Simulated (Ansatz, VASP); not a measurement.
# Two plane-wave programs on InSb3

File INCAR:

```
SYSTEM = InSb3
PREC = Accurate
ENCUT = 520
EDIFF = 1E-7
ISMEAR = 0
SIGMA = 0.15
LREAL = .FALSE.
LASPH = .TRUE.
NELM = 100
ALGO = Normal
ISIF = 2
LWAVE = .FALSE.
LCHARG = .FALSE.
GGA = PE
NBANDS = 22
```

The input KPOINTS:

```
regular mesh
0
G
  8 8 8
  0 0 0
```

The input POSCAR:

```
InSb3
1.0
    4.9582785820     -0.1684851945     -0.1684851945
   -0.1684851945      4.9582785820     -0.1684851945
   -0.1684851945     -0.1684851945      4.9582785820
In Sb
1 3
Direct
    0.0000000000      0.0000000000      0.0000000000
    0.5000000000      0.0000000000      0.5000000000
    0.0000000000      0.5000000000      0.5000000000
    0.5000000000      0.5000000000      0.0000000000
```

Input for Ansatz:

```yaml
crystal:
  lattice:
    - [4.958278582, -0.1684851945, -0.1684851945]
    - [-0.1684851945, 4.958278582, -0.1684851945]
    - [-0.1684851945, -0.1684851945, 4.958278582]
  atoms:
    - { symbol: In, position: [0.0, 0.0, 0.0] }
    - { symbol: Sb, position: [0.5, 0.0, 0.5] }
    - { symbol: Sb, position: [0.0, 0.5, 0.5] }
    - { symbol: Sb, position: [0.5, 0.5, 0.0] }
basis:
  ecutwfc: 420
kpoints:
  mp_grid: { grid: [8, 8, 8] }
hamiltonian:
  xc: pbe
  pseudopotentials: { kind: paw, azcp: { folder: soft_1 } }
scf:
  occupations: { method: gaussian, width: 0.15 }
output:
  forces: true
  stress: true
  eigenvalues: true
```

Change from the starting cell: equal engineering shear yz, xz and xy -0.0700, equal normal strain along x, y and z +0.0300.

Alike in both runs: task single point; functional PBE; k mesh 8 × 8 × 8; occupations gaussian, width 0.15 eV; no spin polarisation.

|  | VASP | Ansatz |
| --- | --- | --- |
| version | VASP 6.6.1 | Ansatz 0.2.0 |
| potentials or method | VASP PAW PBE potentials, release 64 (In_d, Sb), cutoff 520 eV | scalar-relativistic, plane waves, PAW |
| valence electrons in the cell | 28 | 58 |

|  | VASP | Ansatz | Ansatz less VASP |
| --- | --- | --- | --- |
| gap on the k mesh at the Fermi level (eV) | none | none | - |
| pressure (GPa) | -3.3 | -3.3 | +0.08 |
| traceless stress, the component that is largest in VASP (GPa) | 0.38 | 0.38 | +0.002 |

A gap of «none» marks a metal or a gap that the smearing closes. VASP's potentials hold 28 valence electrons a cell and Ansatz's 58, so a difference there can come from the potentials and not from the codes.

Neither program's run includes spin-orbit coupling.
